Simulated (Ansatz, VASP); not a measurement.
AlN: VASP beside Ansatz

```
Al N
1.0
     3.26180    0.00000    0.00000
    -1.63090    2.82480    0.00000
     0.00000    0.00000    3.93300
Al N
2 2
Cartesian
  0.0000 1.8832 2.9497
  1.6309 0.9416 0.9832
  0.0000 1.8832 0.9832
  1.6309 0.9416 2.9497
```

Alike in both runs: task single point; functional PBEsol; k mesh 9 × 9 × 6; occupations gaussian, width 0.05 eV; no spin polarisation.

|  | VASP | Ansatz |
| --- | --- | --- |
| version | VASP 6.6.1 | Ansatz 0.2.0 |
| potentials or method | VASP PAW PBE potentials, release 64 (Al, N), cutoff 520 eV | scalar-relativistic, plane waves, PAW |
| valence electrons in the cell | 16 | 16 |

```tsv
	VASP	Ansatz	Ansatz less VASP
gap on the k mesh at the Fermi level (eV)	3.95	3.94	-0.014
least direct gap on the mesh (eV)	3.95	3.94	-0.014
pressure (GPa)	18.6	18.4	-0.12
traceless stress, the component that is largest in VASP (GPa)	6.76	6.67	-0.095
```

VASP's potentials were made for PBE, not for PBEsol, and Ansatz warns of the same on its side. The functional is the same, so the differences come from potentials, cutoffs and numerics.
